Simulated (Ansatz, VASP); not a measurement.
**Two plane-wave programs on TiO**

```xyz
2
Lattice="2.8826 0.0000 0.0000 -1.4413 2.4964 0.0000 0.0000 0.0000 2.6662" Properties=species:S:1:pos:R:3 pbc="T T T"
Ti    1.4413    0.8321    0.0000
O     0.0000    0.0000    1.3331
```

Alike in both runs: task single point; functional r2SCAN; k mesh 30 × 30 × 24; occupations gaussian, width 0.15 eV; no spin polarisation.

|  | VASP | Ansatz |
| --- | --- | --- |
| version | VASP 6.6.1 | Ansatz 0.2.0 |
| potentials or method | VASP PAW PBE potentials, release 64 (Ti_sv, O), cutoff 520 eV | scalar-relativistic, plane waves, PAW |
| valence electrons in the cell | 18 | 18 |

Ansatz gave:

| Item | Value |
| --- | --- |
| gap on the k mesh at the Fermi level (eV) | none |
| pressure (GPa) | 2.6 |
| traceless stress, the component that is largest in VASP (GPa) | 24.58 |

Task: Estimate VASP's values.

Result: gap on the k mesh at the Fermi level (eV): none; pressure (GPa): 4.5; traceless stress, the component that is largest in VASP (GPa): 24.95.

VASP's potentials were made for PBE, not for r2SCAN. A gap of «none» marks a metal or a gap that the smearing closes.
